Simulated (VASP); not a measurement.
Set up this calculation in VASP 6.6.1, as the native input.

* Task: single point
* Functional: PBEsol
* Potentials or basis: VASP PAW PBE potentials, release 64 (Al, As)
* Cutoff: 500 eV
* k mesh: 8 × 8 × 8
* Occupations: gaussian, width 0.02 eV
* Spin: no spin polarisation
* Dipole correction: no
* Further INCAR settings: ALGO = Normal; EDIFF = 1e-06; NBANDS = 11

The structure of AlAs lies in POSCAR:

```
AlAs
1.0
    0.0000000000      2.8372981997      2.8372981997
    2.8372981997      0.0000000000      2.8372981997
    2.8372981997      2.8372981997      0.0000000000
Al As
1 1
Direct
    0.0000000000      0.0000000000      0.0000000000
    0.2500000000      0.2500000000      0.2500000000
```

These files were run (other wordings do the same):

INCAR

```
SYSTEM = AlAs
ALGO = Normal ; EDIFF = 1E-6
ENCUT = 500 ; GGA = PS
GGA_COMPAT = .False. ; ISIF = 2
ISMEAR = 0 ; LASPH = .True.
LCHARG = .False. ; LREAL = .False.
LWAVE = .False. ; NBANDS = 11
NELM = 120 ; PREC = Accurate
SIGMA = 0.02
```

KPOINTS

```
k-points
0
Gamma
  8 8 8
  0 0 0
```

Potentials or basis: VASP PAW PBE potentials, release 64 (Al, As).

Run with:

```sh
$ cat potpaw_PBE.64/Al/POTCAR potpaw_PBE.64/As/POTCAR > POTCAR
$ mpirun -np 1 vasp_std > vasp.out
```

Results of the run:

The pressure is 0.3 GPa and the band gap on the k mesh is 1.33 eV, indirect (least direct gap 1.92 eV).

Caveat: the PAW data sets were made with another functional, which shifts forces and pressure a little.

Run time: 12 s on 1 thread of Intel(R) Xeon(R) Platinum 8259CL CPU @ 2.50GHz (Skylake/Cascade Lake) (shared host), peak memory 0.17 GiB.
